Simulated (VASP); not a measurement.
As, 2 atoms in the cell. It takes space group R-3m (No. 166, trigonal). The conventional cell has a = 3.797 Å, b = 3.797 Å, c = 10.561 Å, α = 90.00°, β = 90.00°, γ = 120.00°. Within 3.4 Å of As (site symmetry 3m) lie 6 As at 2.54 to 3.13 Å. 

```yaml
Program: VASP 6.6.1
Task: electric field gradients
Functional: PBE
Potentials_or_basis: VASP PAW PBE potentials, release 64 (As)
Cutoff: 520 eV
k_mesh: 11 × 11 × 11
Occupations: fermi-dirac, width 0.03 eV
Spin: no spin polarisation
Dipole_correction: no
Further_INCAR_settings: ALGO = Normal; EDIFF = 1e-08; NBANDS = 12
```

Potentials or basis: VASP PAW PBE potentials, release 64 (As).

The run is started by

```sh
$ cat potpaw_PBE.64/As/POTCAR > POTCAR
$ mpirun -np 1 vasp_std > vasp.out
```

Hardware: 1 thread of Intel Xeon 8259CL, on a shared host.

Question: Estimate the wall time of this run.

Answer: It took 88 s on 1 thread of Intel Xeon 8259CL, with other jobs on the host, peak memory 0.21 GiB. Counts: scf iterations 14, k points 146.
